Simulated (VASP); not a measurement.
# Pt (P6_3/mmc) in VASP: further runs

The runs below take Pt through single point, with PBE.

Everything below comes from runs of VASP 6.6.1. Logs are shortened: lines on timing, memory, paths and dates and some standing lists are left out, and cuts for length are marked.

## (1) The cell of the first run

The structure is hexagonal, space group P6_3/mmc (No. 194). Conventional cell: a = 2.371 Å, b = 2.371 Å, c = 3.977 Å, α = 90.00°, β = 90.00°, γ = 120.00°. Within 3.1 Å of Pt (site symmetry -6m2) lie 12 Pt at 2.37 to 2.41 Å.

This isn't the form of Pt at room conditions, which is fcc.

## (2) Single point, PBE

INCAR reads:

```
SYSTEM = Pt
PREC = Accurate
ENCUT = 520
EDIFF = 1E-6
ISMEAR = -1
SIGMA = 0.08
LREAL = .FALSE.
LASPH = .TRUE.
NELM = 60
ALGO = Normal
ISIF = 2
LWAVE = .FALSE.
LCHARG = .TRUE.
GGA = PE
LELF = .TRUE.
LVHAR = .TRUE.
NBANDS = 17
```

KPOINTS reads:

```
regular mesh
0
G
  18 18 10
  0 0 0
```

POSCAR reads:

```
Pt
1.0
    2.3705706047      0.0000000000      0.0000000000
   -1.1852853024      2.0529743651      0.0000000000
    0.0000000000      0.0000000000      3.9768408984
Pt
2
Direct
    0.3333333333      0.6666666667      0.2500000000
    0.6666666667      0.3333333333      0.7500000000
```

Potentials or basis: VASP PAW PBE potentials, release 64 (Pt).

Run with:

```console
$ cat potpaw_PBE.64/Pt/POTCAR > POTCAR
$ mpirun -np 1 vasp_std > vasp.out
```

OUTCAR:

```text
SYSTEM = Pt
   PREC = Accurate
   ENCUT = 520
   EDIFF = 1E-6
   ISMEAR = -1
   LREAL = .FALSE.
   LASPH = .TRUE.
   NELM = 60
   ISIF = 2
   GGA = PE

 ion  position               nearest neighbor table
   1  0.333  0.667  0.250-   2 2.41   2 2.41   2 2.41   2 2.41   2 2.41   2 2.41   2 3.38   2 3.38
                             2 3.38   2 3.38   2 3.38   2 3.38
   2  0.667  0.333  0.750-   1 2.41   1 2.41   1 2.41   1 2.41   1 2.41   1 2.41   1 3.38   1 3.38
                             1 3.38   1 3.38   1 3.38   1 3.38

  LATTYP: Found a hexagonal cell.
 ALAT       =     2.3705706047
 C/A-ratio  =     1.6775880417

  Lattice vectors:

 A1 = (   2.3705706047,   0.0000000000,   0.0000000000)
 A2 = (  -1.1852853024,   2.0529743651,   0.0000000000)
 A3 = (   0.0000000000,   0.0000000000,   3.9768408984)

Analysis of symmetry for initial positions (statically):
=====================================================================
 Subroutine PRICEL returns:
 Original cell was already a primitive cell.

 Routine SETGRP: Setting up the symmetry group for a
 hexagonal supercell.

 Subroutine GETGRP returns: Found 24 space group operations
 (whereof 12 operations were pure point group operations)
 out of a pool of 24 trial point group operations.

The static configuration has the point symmetry D_3d.
 The point group associated with its full space group is D_6h.

Analysis of symmetry for dynamics (positions and initial velocities):
=====================================================================
 Subroutine PRICEL returns:
 Original cell was already a primitive cell.

 Routine SETGRP: Setting up the symmetry group for a
 hexagonal supercell.

 Subroutine GETGRP returns: Found 24 space group operations
 (whereof 12 operations were pure point group operations)
 out of a pool of 24 trial point group operations.

The dynamic configuration has the point symmetry D_3d.
 The point group associated with its full space group is D_6h.

 Subroutine INISYM returns: Found 24 space group operations
 (whereof 12 operations are pure point group operations),
 and found     1 'primitive' translations

----------------------------------------------------------------------------------------

                                     Primitive cell

  volume of cell :      19.3542

  direct lattice vectors                    reciprocal lattice vectors
     2.370570605  0.000000000  0.000000000     0.421839366  0.243549071  0.000000000
    -1.185285302  2.052974365  0.000000000     0.000000000  0.487098143  0.000000000
     0.000000000  0.000000000  3.976840898     0.000000000  0.000000000  0.251455873

  length of vectors
[... 80 lines left out ...]
   ENCUT  =  520.0 eV  38.22 Ry    6.18 a.u.   4.41  4.41  7.39*2*pi/ulx,y,z
   NELM   =     60;   NELMIN=  2; NELMDL= -5     # of ELM steps
   EDIFF  = 0.1E-05   stopping-criterion for ELM
   LREAL  =      F    real-space projection
   EDIFFG = 0.1E-04   stopping-criterion for IOM
   NSW    =      0    number of steps for IOM
   IBRION =     -1    ionic relax: 0-MD 1-quasi-New 2-CG
   NFREE  =      0    steps in history (QN), initial steepest desc. (CG)
   ISIF   =      2    stress and relaxation
   ISYM   =      2    0-nonsym 1-usesym 2-fastsym
   POTIM  = 0.5000    time-step for ionic-motion
   TEBEG  =    0.0;   TEEND  =   0.0 temperature during run
   PSTRESS=    0.0 pullay stress
   NELECT =      20.0000    total number of electrons
   NUPDOWN=      -1.0000    fix difference up-down
   EMIN   =  10.00;   EMAX   =-10.00  energy-range for DOS
   EFERMI =   0.00;   METHOD = LEGACY
   ISMEAR =    -1;   SIGMA  =   0.08  broadening in eV -4-tet -1-fermi 0-gaus
   EFERMI_NEDOS =   21; number of points for ismear=-14 and -15
   IALGO  =     38    algorithm
   IMIX   =      4    mixing-type and parameters
     AMIX     =   0.40;   BMIX     =  1.00
     AMIX_MAG =   1.60;   BMIX_MAG =  1.00
  volume/ion in A,a.u.               =       9.68        65.30
  Fermi-wavevector in a.u.,A,eV,Ry     =   1.655109  3.127703 37.271609  2.739386
  Thomas-Fermi vector in A             =   2.743261
   LORBIT       =      0    0 simple, 1 ext, 2 COOP (PROOUT), +10 PAW based schemes
   GGA     = PE    functional components
[... 5 lines left out ...]
 non-spin polarized calculation
  energy-cutoff  :      520.00
  volume of cell :       19.35
 maximum number of plane-waves:       549
 NGX is ok and might be reduce to    18
   NGX =  9   NGY =  9   NGZ = 15

 number of electron      20.0000004 magnetization

 Free energy of the ion-electron system (eV)
  ---------------------------------------------------
  ext. energy  EPLUGINS =         0.00000000
  ---------------------------------------------------
  free energy    TOTEN  =        -2.30617488 eV

  energy without entropy =       -2.26657912  energy(sigma->0) =       -2.28637700

 E-fermi :  22.1403     XC(G=0): -16.2730

 val. band max:       22.1331338681   @ k =   0.3333   0.1111   0.2000
 cond. band min:      22.1490466576   @ k =   0.3889   0.1667   0.1000
 fundamental gap:      0.0159127895
 Fermi energy:        22.1402561911

 k-point     1 :       0.0000    0.0000    0.0000
  band No.  band energies     occupation
      1       6.0413      2.00000
      2       8.6727      2.00000
      3      14.0690      2.00000
      4      14.6756      2.00000
      5      14.6756      2.00000
      6      15.6539      2.00000
[... 457 lines left out ...]
      4      14.3609      2.00000
      5      15.1881      2.00000
      6      15.4079      2.00000
[... 9 lines left out ...]
     16      35.3388      0.00000
     17      38.6801      0.00000

 [... further k-points ...]

------------------------ aborting loop because EDIFF is reached ----------------------------------------

  FORCE on cell =-STRESS in cart. coord.  units (eV):
  Direction    XX          YY          ZZ          XY          YZ          ZX
  --------------------------------------------------------------------------------------
  -------------------------------------------------------------------------------------
  Total       51.1863510     51.1863510     51.2099077     -0.0000000      0.0000000     -0.0000000
  in kB     4237.3087972   4237.3087970   4239.2588703     -0.0000001      0.0000000     -0.0000000
  external PRESSURE =    4237.9588215 kB  Pullay stress =       0.0000000 kB

 VOLUME and BASIS-vectors are now :
 -----------------------------------------------------------------------------
  energy-cutoff  :      520.00
  volume of cell :       19.35
      direct lattice vectors                 reciprocal lattice vectors
     2.370570605  0.000000000  0.000000000     0.421839366  0.243549071  0.000000000
    -1.185285302  2.052974365  0.000000000     0.000000000  0.487098143  0.000000000
     0.000000000  0.000000000  3.976840898     0.000000000  0.000000000  0.251455873

 POSITION                                       TOTAL-FORCE (eV/Angst)
 -----------------------------------------------------------------------------------
     -0.00000      1.36865      0.99421         0.000000     -0.000000      0.000000
      1.18529      0.68432      2.98263        -0.000000      0.000000      0.000000
 -----------------------------------------------------------------------------------
    total drift:                               -0.000000      0.000000     -0.000000

  FREE ENERGIE OF THE ION-ELECTRON SYSTEM (eV)
  ---------------------------------------------------
  free  energy   TOTEN  =        -2.3061748777 eV

  energy  without entropy=       -2.2665791229  energy(sigma->0) =       -2.28637700
```

Run time: 97 s. Hardware: 1 thread of Intel Xeon 8259CL, shared host; peak memory 0.18 GiB.

What came out:

| Property | Result |
| --- | --- |
| Free energy | -2.3062 eV |
| Pressure | 423.8 GPa |
| Band gap on the k mesh | zero (bands 10 and 11 overlap by 2.90 eV) |

Caveat: the cell stands under pressure; spin-orbit coupling is left out, which moves the levels of the heavy elements.

## (3) Single point, PBE

INCAR reads:

```
  PREC = Accurate
  ENCUT = 520
  EDIFF = 1E-6
  ISMEAR = -1
  SIGMA = 0.08
  LREAL = F
  LASPH = T
  NELM = 80
  ALGO = Normal
  ISIF = 2
  LWAVE = F
  LCHARG = T
  GGA = PE
  LELF = T
  LVHAR = T
  NBANDS = 17
```

KPOINTS reads:

```
Automatic mesh
0
Gamma
  18 18 10
```

POSCAR reads:

```
Pt
1.0
    2.3702568792      0.0000000000      0.0000000000
   -1.1851284396      2.0527026709      0.0000000000
    0.0000000000      0.0000000000      3.9763468445
Pt
2
Direct
    0.3333333333      0.6666666667      0.2500000000
    0.6666666667      0.3333333333      0.7500000000
```

Potentials or basis: VASP PAW PBE potentials, release 64 (Pt).

Run with:

```console
$ cat potpaw_PBE.64/Pt/POTCAR > POTCAR
$ mpirun -np 1 vasp_std > vasp.out
```

Run time: 81 s. Hardware: 1 thread of Intel Xeon 8259CL, shared host; peak memory 0.18 GiB.

It converged, with:

```yaml
Free_energy: -2.2862 eV
Pressure: 424.5 GPa
Band_gap_on_the_k_mesh: zero (bands 10 and 11 overlap by 2.91 eV)
```

Stress tensor (GPa, compression positive):
```
424.49   0.00   0.00
  0.00 424.49   0.00
  0.00   0.00 424.66
```

Levels at points of the mesh, in eV from the Fermi level:
```tsv
k point	band 8	band 9	band 10	band 11	band 12	band 13
(0.00, 0.00, 0.00)	-4.55	-4.55	-2.49	-0.67	-0.67	9.45
(0.50, 0.00, 0.00)	0.40	0.49	1.10	3.84	5.93	10.48
(0.00, 0.00, 0.50)	-7.52	-1.81	-1.81	-1.81	-1.81	12.09
(0.50, 0.00, 0.50)	-2.46	0.84	0.84	2.14	2.14	10.70
```

Caveat: the cell stands under pressure; spin-orbit coupling is left out, which moves the levels of the heavy elements.
